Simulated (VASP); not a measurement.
# SnO2 (P4_2/mnm) in VASP: single point with PBEsol

Aim: the single point of SnO2 with PBEsol.

Everything below comes from runs of VASP 6.6.1. Logs are shortened: lines on timing, memory, paths and dates and some standing lists are left out, and cuts for length are marked.

## 1. The cell of the first run

The structure is tetragonal, space group P4_2/mnm (No. 136). The conventional cell has a = 4.769 Å, b = 4.769 Å, c = 3.212 Å, α = 90.00°, β = 90.00°, γ = 90.00°. Sn (site symmetry mmm) has 6 O at 2.07 Å within 2.7 Å. Within 2.7 Å of O (site symmetry m2m) lie 3 Sn at 2.07 Å and 1 O at 2.61 Å.

## 2. Single point, PBEsol

INCAR

```
ALGO     = Normal         # electronic algorithm
EDIFF    = 1E-6           # SCF threshold, eV
ENCUT    = 700            # plane-wave cutoff, eV
GGA      = PS             # functional
GGA_COMPAT= F            
ISIF     = 2              # what is computed and relaxed
ISMEAR   = -1             # smearing method
ISYM     = -1           
LASPH    = T              # aspherical terms in the spheres
LCHARG   = F              # write CHGCAR
LREAL    = Auto         
LWAVE    = F              # write WAVECAR
NBANDS   = 354            # bands
NELM     = 120            # most SCF steps
PREC     = Accurate       # precision mode
SIGMA    = 0.05           # smearing width, eV
```

KPOINTS

```
explicit points
1
Reciprocal
  0.25000000   0.25000000   0.25000000 1
```

POSCAR

```
SnO2
1.0
    9.5380920000      0.0000000000      0.0000000000
    0.0000000000      9.5380920000      0.0000000000
    0.0000000000      0.0000000000      9.6363030000
Sn O
24 48
Direct
    0.0000000000      0.0000000000      0.0000000000
    0.0000000000      0.0000000000      0.3333330000
    0.0000000000      0.0000000000      0.6666670000
    0.0000000000      0.5000000000      0.0000000000
    0.0000000000      0.5000000000      0.3333330000
    0.0000000000      0.5000000000      0.6666670000
    0.5000000000      0.0000000000      0.0000000000
    0.5000000000      0.0000000000      0.3333330000
    0.5000000000      0.0000000000      0.6666670000
    0.5000000000      0.5000000000      0.0000000000
    0.5000000000      0.5000000000      0.3333330000
    0.5000000000      0.5000000000      0.6666670000
    0.2500000000      0.2500000000      0.1666670000
    0.2500000000      0.2500000000      0.5000000000
    0.2500000000      0.2500000000      0.8333330000
    0.2500000000      0.7500000000      0.1666670000
    0.2500000000      0.7500000000      0.5000000000
    0.2500000000      0.7500000000      0.8333330000
    0.7500000000      0.2500000000      0.1666670000
    0.7500000000      0.2500000000      0.5000000000
    0.7500000000      0.2500000000      0.8333330000
    0.7500000000      0.7500000000      0.1666670000
    0.7500000000      0.7500000000      0.5000000000
    0.7500000000      0.7500000000      0.8333330000
    0.1531370000      0.1531370000      0.0000000000
    0.1531370000      0.1531370000      0.3333330000
    0.1531370000      0.1531370000      0.6666670000
    0.1531370000      0.6531370000      0.0000000000
    0.1531370000      0.6531370000      0.3333330000
    0.1531370000      0.6531370000      0.6666670000
    0.6531370000      0.1531370000      0.0000000000
    0.6531370000      0.1531370000      0.3333330000
    0.6531370000      0.1531370000      0.6666670000
    0.6531370000      0.6531370000      0.0000000000
    0.6531370000      0.6531370000      0.3333330000
    0.6531370000      0.6531370000      0.6666670000
    0.3468630000      0.3468630000      0.0000000000
    0.3468630000      0.3468630000      0.3333330000
    0.3468630000      0.3468630000      0.6666670000
    0.3468630000      0.8468630000      0.0000000000
    0.3468630000      0.8468630000      0.3333330000
    0.3468630000      0.8468630000      0.6666670000
    0.8468630000      0.3468630000      0.0000000000
    0.8468630000      0.3468630000      0.3333330000
    0.8468630000      0.3468630000      0.6666670000
    0.8468630000      0.8468630000      0.0000000000
    0.8468630000      0.8468630000      0.3333330000
    0.8468630000      0.8468630000      0.6666670000
    0.0968630000      0.4031370000      0.1666670000
    0.0968630000      0.4031370000      0.5000000000
    0.0968630000      0.4031370000      0.8333330000
    0.0968630000      0.9031370000      0.1666670000
    0.0968630000      0.9031370000      0.5000000000
    0.0968630000      0.9031370000      0.8333330000
    0.5968630000      0.4031370000      0.1666670000
    0.5968630000      0.4031370000      0.5000000000
    0.5968630000      0.4031370000      0.8333330000
    0.5968630000      0.9031370000      0.1666670000
    0.5968630000      0.9031370000      0.5000000000
    0.5968630000      0.9031370000      0.8333330000
    0.4031370000      0.0968630000      0.1666670000
    0.4031370000      0.0968630000      0.5000000000
    0.4031370000      0.0968630000      0.8333330000
    0.4031370000      0.5968630000      0.1666670000
    0.4031370000      0.5968630000      0.5000000000
    0.4031370000      0.5968630000      0.8333330000
    0.9031370000      0.0968630000      0.1666670000
    0.9031370000      0.0968630000      0.5000000000
    0.9031370000      0.0968630000      0.8333330000
    0.9031370000      0.5968630000      0.1666670000
    0.9031370000      0.5968630000      0.5000000000
    0.9031370000      0.5968630000      0.8333330000
```

Potentials or basis: VASP PAW PBE potentials, release 64 (Sn_d, O).

On the command line:

```console
> cat potpaw_PBE.64/Sn_d/POTCAR potpaw_PBE.64/O/POTCAR > POTCAR
> mpirun -np 1 vasp_std > vasp.out
```

OUTCAR:

```text
EDIFF = 1E-6
   ENCUT = 700
   GGA = PS
   ISIF = 2
   ISMEAR = -1
   ISYM = -1
   LASPH = T
   LREAL = Auto
   NELM = 120
   PREC = Accurate

 ion  position               nearest neighbor table
   1  0.000  0.000  0.000-  25 2.07  46 2.07  52 2.07  54 2.07  67 2.07  69 2.07   2 3.21   3 3.21
                            22 3.74  24 3.74  13 3.74  15 3.74  16 3.74  18 3.74  19 3.74  21 3.74
   2  0.000  0.000  0.333-  26 2.07  47 2.07  52 2.07  67 2.07  53 2.07  68 2.07   1 3.21   3 3.21
                            19 3.74  22 3.74  13 3.74  16 3.74  17 3.74  23 3.74  14 3.74  20 3.74
   3  0.000  0.000  0.667-  27 2.07  48 2.07  54 2.07  69 2.07  68 2.07  53 2.07   1 3.21   2 3.21
                            21 3.74  24 3.74  15 3.74  18 3.74  23 3.74  14 3.74  20 3.74  17 3.74
   4  0.000  0.500  0.000-  28 2.07  43 2.07  49 2.07  51 2.07  70 2.07  72 2.07   5 3.21   6 3.21
                            22 3.74  24 3.74  13 3.74  15 3.74  16 3.74  18 3.74  19 3.74  21 3.74
   5  0.000  0.500  0.333-  29 2.07  44 2.07  49 2.07  70 2.07  50 2.07  71 2.07   4 3.21   6 3.21
                            19 3.74  22 3.74  13 3.74  16 3.74  17 3.74  23 3.74  14 3.74  20 3.74
   6  0.000  0.500  0.667-  30 2.07  45 2.07  51 2.07  72 2.07  71 2.07  50 2.07   4 3.21   5 3.21
                            21 3.74  24 3.74  15 3.74  18 3.74  23 3.74  14 3.74  20 3.74  17 3.74
   7  0.500  0.000  0.000-  31 2.07  40 2.07  58 2.07  60 2.07  61 2.07  63 2.07   8 3.21   9 3.21
                            22 3.74  24 3.74  13 3.74  15 3.74  16 3.74  18 3.74  19 3.74  21 3.74
   8  0.500  0.000  0.333-  32 2.07  41 2.07  58 2.07  61 2.07  59 2.07  62 2.07   7 3.21   9 3.21
                            19 3.74  22 3.74  13 3.74  16 3.74  17 3.74  23 3.74  14 3.74  20 3.74
   9  0.500  0.000  0.667-  33 2.07  42 2.07  60 2.07  63 2.07  62 2.07  59 2.07   7 3.21   8 3.21
[... 77 lines left out ...]
  71  0.903  0.597  0.500-  23 2.07   6 2.07   5 2.07
  72  0.903  0.597  0.833-  24 2.07   6 2.07   4 2.07

IMPORTANT INFORMATION: All symmetrisations will be switched off!
NOSYMM: (Re-)initialisation of all symmetry stuff for point group C_1.

----------------------------------------------------------------------------------------

                                     Primitive cell

  volume of cell :     876.6646

  direct lattice vectors                    reciprocal lattice vectors
     9.538092000  0.000000000  0.000000000     0.104842771  0.000000000  0.000000000
     0.000000000  9.538092000  0.000000000     0.000000000  0.104842771  0.000000000
     0.000000000  0.000000000  9.636303000     0.000000000  0.000000000  0.103774238

  length of vectors
     9.538092000  9.538092000  9.636303000     0.104842771  0.104842771  0.103774238

  position of ions in fractional coordinates (direct lattice)
     0.000000000  0.000000000  0.000000000
     0.000000000  0.000000000  0.333333000
     0.000000000  0.000000000  0.666667000
     0.000000000  0.500000000  0.000000000
     0.000000000  0.500000000  0.333333000
[... 187 lines left out ...]
   ISMEAR =    -1;   SIGMA  =   0.05  broadening in eV -4-tet -1-fermi 0-gaus
   EFERMI_NEDOS =   21; number of points for ismear=-14 and -15
   IALGO  =     38    algorithm
   IMIX   =      4    mixing-type and parameters
     AMIX     =   0.40;   BMIX     =  1.00
     AMIX_MAG =   1.60;   BMIX_MAG =  1.00
  volume/ion in A,a.u.               =      12.18        82.17
  Fermi-wavevector in a.u.,A,eV,Ry     =   1.461701  2.762214 29.069797  2.136570
  Thomas-Fermi vector in A             =   2.578001
   LORBIT       =      0    0 simple, 1 ext, 2 COOP (PROOUT), +10 PAW based schemes
   GGA     = PS    functional components
   LHFCALC =     F    Hartree Fock is set to
   AEXX    =    0.0000 exact exchange contribution
   IVDW    =     0    specifies the selected vdW correction
   LEPSILON=     F    determine dielectric tensor
   LRPA    =     F    only Hartree local field effects (RPA)
 non-spin polarized calculation
  energy-cutoff  :      700.00
  volume of cell :      876.66
 maximum number of plane-waves:     36859
 NGX is ok and might be reduce to    84
   NGX = 41   NGY = 41   NGZ = 41

 number of electron     624.0000118 magnetization

 Free energy of the ion-electron system (eV)
  ---------------------------------------------------
  ext. energy  EPLUGINS =         0.00000000
  ---------------------------------------------------
  free energy    TOTEN  =      -476.32821065 eV

  energy without entropy =     -476.32821065  energy(sigma->0) =     -476.32821065

 E-fermi :   6.7015     XC(G=0): -11.4251

 val. band max:        5.5981341181   @ k =   0.2500   0.2500   0.2500
 cond. band min:       7.8134200820   @ k =   0.2500   0.2500   0.2500
 fundamental gap:      2.2152859640
 Fermi energy:         6.7014833452

 k-point     1 :       0.2500    0.2500    0.2500
  band No.  band energies     occupation
      1     -15.1546      2.00000
      2     -15.1203      2.00000
      3     -15.1203      2.00000
      4     -15.0497      2.00000
      5     -15.0457      2.00000
      6     -15.0457      2.00000
[... 316 lines left out ...]
    323      10.7550      0.00000
    324      10.7842      0.00000
 [bands above 324 left out]

------------------------ aborting loop because EDIFF is reached ----------------------------------------

  FORCE on cell =-STRESS in cart. coord.  units (eV):
  Direction    XX          YY          ZZ          XY          YZ          ZX
  --------------------------------------------------------------------------------------
  -------------------------------------------------------------------------------------
  Total        1.9530681      1.9530147      3.5064769     -0.0322038     -0.3019685     -0.3020096
  in kB        3.5693942      3.5692965      6.4083777     -0.0588552     -0.5518725     -0.5519476
  external PRESSURE =       4.5156895 kB  Pullay stress =       0.0000000 kB

 VOLUME and BASIS-vectors are now :
 -----------------------------------------------------------------------------
  energy-cutoff  :      700.00
  volume of cell :      876.66
      direct lattice vectors                 reciprocal lattice vectors
     9.538092000  0.000000000  0.000000000     0.104842771  0.000000000  0.000000000
     0.000000000  9.538092000  0.000000000     0.000000000  0.104842771  0.000000000
     0.000000000  0.000000000  9.636303000     0.000000000  0.000000000  0.103774238

 POSITION                                       TOTAL-FORCE (eV/Angst)
 -----------------------------------------------------------------------------------
      0.00000      0.00000      0.00000        -0.000005      0.000003      0.000006
      0.00000      0.00000      3.21210        -0.000006     -0.000005      0.000125
      0.00000      0.00000      6.42421         0.000000      0.000019     -0.000127
      0.00000      4.76905      0.00000         0.000005      0.000008      0.000022
      0.00000      4.76905      3.21210        -0.000013     -0.000003      0.000122
      0.00000      4.76905      6.42421        -0.000000      0.000000     -0.000140
[... 64 lines left out ...]
      8.61420      5.69293      4.81815        -0.009582      0.009586     -0.000007
      8.61420      5.69293      8.03025        -0.009600      0.009601      0.000065
 -----------------------------------------------------------------------------------
    total drift:                                0.000004      0.000018     -0.000016

  FREE ENERGIE OF THE ION-ELECTRON SYSTEM (eV)
  ---------------------------------------------------
  free  energy   TOTEN  =      -476.3282106502 eV

  energy  without entropy=     -476.3282106491  energy(sigma->0) =     -476.32821065
```

Wall time 34 min (1 thread of AMD EPYC 7R43 (Zen 3), shared host); peak memory 1.3 GiB.

Results:

| Property | Result |
| --- | --- |
| Free energy | -476.3282 eV |
| Pressure | 0.5 GPa |
| Largest force | 0.023 eV/Å |
| Band gap on the k mesh | 2.22 eV |

Forces on the atoms (eV/Å):
```
Sn   0.000  0.000  0.000
Sn   0.000  0.000  0.000
Sn   0.000  0.000  0.000
Sn   0.000  0.000  0.000
Sn   0.000  0.000  0.000
Sn   0.000  0.000  0.000
Sn   0.000  0.000  0.000
Sn   0.000  0.000  0.000
Sn   0.000  0.000  0.000
Sn   0.000  0.000  0.000
Sn   0.000  0.000  0.000
Sn   0.000  0.000  0.000
Sn   0.000  0.000  0.000
Sn   0.000  0.000  0.000
Sn   0.000  0.000  0.000
Sn   0.000  0.000  0.000
Sn   0.000  0.000  0.000
Sn   0.000  0.000  0.000
Sn   0.000  0.000  0.000
Sn   0.000  0.000  0.000
Sn   0.000  0.000  0.000
Sn   0.000  0.000  0.000
Sn   0.000  0.000  0.000
Sn   0.000  0.000  0.000
O   -0.016 -0.016  0.000
O   -0.016 -0.016  0.000
O   -0.016 -0.016  0.000
O   -0.016 -0.016  0.000
O   -0.016 -0.016  0.000
O   -0.016 -0.016  0.000
O   -0.016 -0.016  0.000
O   -0.016 -0.016  0.000
O   -0.016 -0.016  0.000
O   -0.016 -0.016  0.000
O   -0.016 -0.016  0.000
O   -0.016 -0.016  0.000
O    0.016  0.016  0.000
O    0.016  0.016  0.000
O    0.016  0.016  0.000
O    0.016  0.016  0.000
O    0.016  0.016  0.000
O    0.016  0.016  0.000
O    0.016  0.016  0.000
O    0.016  0.016  0.000
O    0.016  0.016  0.000
O    0.016  0.016  0.000
O    0.016  0.016  0.000
O    0.016  0.016  0.000
O    0.010 -0.010  0.000
O    0.010 -0.010  0.000
O    0.010 -0.010  0.000
O    0.010 -0.010  0.000
O    0.010 -0.010  0.000
O    0.010 -0.010  0.000
O    0.010 -0.010  0.000
O    0.010 -0.010  0.000
O    0.010 -0.010  0.000
O    0.010 -0.010  0.000
O    0.010 -0.010  0.000
O    0.010 -0.010  0.000
O   -0.010  0.010  0.000
O   -0.010  0.010  0.000
O   -0.010  0.010  0.000
O   -0.010  0.010  0.000
O   -0.010  0.010  0.000
O   -0.010  0.010  0.000
O   -0.010  0.010  0.000
O   -0.010  0.010  0.000
O   -0.010  0.010  0.000
O   -0.010  0.010  0.000
O   -0.010  0.010  0.000
O   -0.010  0.010  0.000
```

Caveat: the PAW data sets were made with another functional, which shifts forces and pressure a little; spin-orbit coupling is left out, which moves the levels of the heavy elements; a shifted mesh leaves out Γ, where band edges can lie.
